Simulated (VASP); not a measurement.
A run of VASP 6.6.1 is set up as follows.

Contents of POSCAR:

```
AlN
1.0
    3.2464984212      0.0000000000      0.0000000000
   -1.6232492106      2.8115501061      0.0000000000
    0.0000000000      0.0000000000      5.2026097555
Al N
2 2
Direct
    0.6666666667      0.3333333333      0.4996948492
    0.3333333333      0.6666666667      0.9996948492
    0.6666666667      0.3333333333      0.8803051508
    0.3333333333      0.6666666667      0.3803051508
```

INCAR.step1

```
PREC = Accurate
ENCUT = 520
ISMEAR = 0
SIGMA = 0.02
LREAL = False
LASPH = True
NELM = 100
NBANDS = 16
GGA = PE
ALGO = Normal
EDIFF = 1E-4
LWAVE = True
LCHARG = False
```

The input INCAR.step2:

```
PREC = Accurate
ENCUT = 520
EDIFF = 1E-7
ISMEAR = 0
SIGMA = 0.02
LREAL = False
LASPH = True
NELM = 100
ALGO = Normal
ISIF = 2
LWAVE = False
LCHARG = True
METAGGA = R2SCAN
LMIXTAU = True
LELF = True
LVHAR = True
NBANDS = 16
ISTART = 1
```

KPOINTS

```
regular mesh
0
Gamma
  12 12 6
```

Potentials or basis: VASP PAW PBE potentials, release 64 (Al, N).

The run is started by

```bash
$ cat potpaw_PBE.64/Al/POTCAR potpaw_PBE.64/N/POTCAR > POTCAR
$ cp INCAR.step1 INCAR
$ mpirun -np 1 vasp_std > vasp.out
$ cp INCAR.step2 INCAR
$ mpirun -np 1 vasp_std > vasp.out
```

Task: Predict the band gap on the k mesh.

Result: 3.76 eV, direct.

Task: Predict the pressure.

Result: -21.9 GPa.

Stress tensor (GPa, compression positive):
```
-22.51   0.00   0.00
  0.00 -22.51   0.00
  0.00   0.00 -20.80
```

Caveat: the cell differs from its parent crystal (equal strain along all axes, cell held: +4.5 %, then relaxed in part); the PAW data sets were made with another functional, which shifts forces and pressure a little. A k mesh can miss the band edges.
